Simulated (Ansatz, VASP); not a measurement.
Ge: VASP beside Ansatz

File INCAR:

```
ALGO = Normal
EDIFF = 1E-6
ENCUT = 520
ISIF = 2
ISMEAR = -1
LASPH = T
LCHARG = T
LELF = T
LREAL = F
LVHAR = T
LWAVE = F
NBANDS = 36
NELM = 100
PREC = Accurate
SIGMA = 0.1
```

File KPOINTS:

```
k-points
0
Gamma
  14 14 4
```

File POSCAR:

```
Ge
1.0
    2.8447494841      0.0000000000      0.0000000000
   -1.4223747421      2.4636253207      0.0000000000
    0.0000000000      0.0000000000      9.0669410689
Ge
4
Direct
    0.0000000000      0.0000000000      0.0000000000
    1.0000000000      0.0000000000      0.5000000000
    0.3333333333      0.6666666667      0.2500000000
    0.6666666667      0.3333333333      0.7500000000
```

Input for Ansatz:

```yaml
crystal:
  lattice:
    - [2.8447494841, 0.0, 0.0]
    - [-1.4223747421, 2.4636253207, 0.0]
    - [0.0, 0.0, 9.0669410689]
  atoms:
    - { symbol: Ge, position: [0.0, 0.0, 0.0] }
    - { symbol: Ge, position: [1.0, 0.0, 0.5] }
    - { symbol: Ge, position: [0.3333333333, 0.6666666667, 0.25] }
    - { symbol: Ge, position: [0.6666666667, 0.3333333333, 0.75] }
hamiltonian:
  xc: lda
  pseudopotentials:
    kind: paw
    azcp:
      Ge: "pseudopotentials/Ge.paw.azcp"
basis:
  ecutwfc: 420
  fft_grid_basis: typed
kpoints:
  mp_grid: { grid: [14, 14, 4], shift: [0, 0, 0] }
magnetization:
  spin_polarized: false
scf:
  occupations: { method: fermi_dirac, width: 0.1 }
  lower_state_search: "off"
output:
  stress: true
  write_density: true
  write_potential: true
  elf: true
  volumetric_format: npy
```

Alike in both runs: task single point; functional LDA; k mesh 14 × 14 × 4; occupations fermi-dirac, width 0.1 eV; no spin polarisation.

|  | VASP | Ansatz |
| --- | --- | --- |
| version | VASP 6.6.1 | Ansatz 0.2.0 |
| potentials or method | VASP PAW LDA potentials, release 64 (Ge_d), cutoff 520 eV | plane waves (420 eV) with PAW, scalar-relativistic |
| valence electrons in the cell | 56 | 56 |

```csv
,VASP,Ansatz,Ansatz less VASP
pressure (GPa),13.4,13.0,-0.33
"traceless stress, the component that is largest in VASP (GPa)",0.93,0.97,+0.041
```

Ansatz warns that its potentials were made for another functional, while VASP's fit it. LDA's correlation is that of Perdew and Zunger in VASP and of Perdew and Wang (1992) in Ansatz.
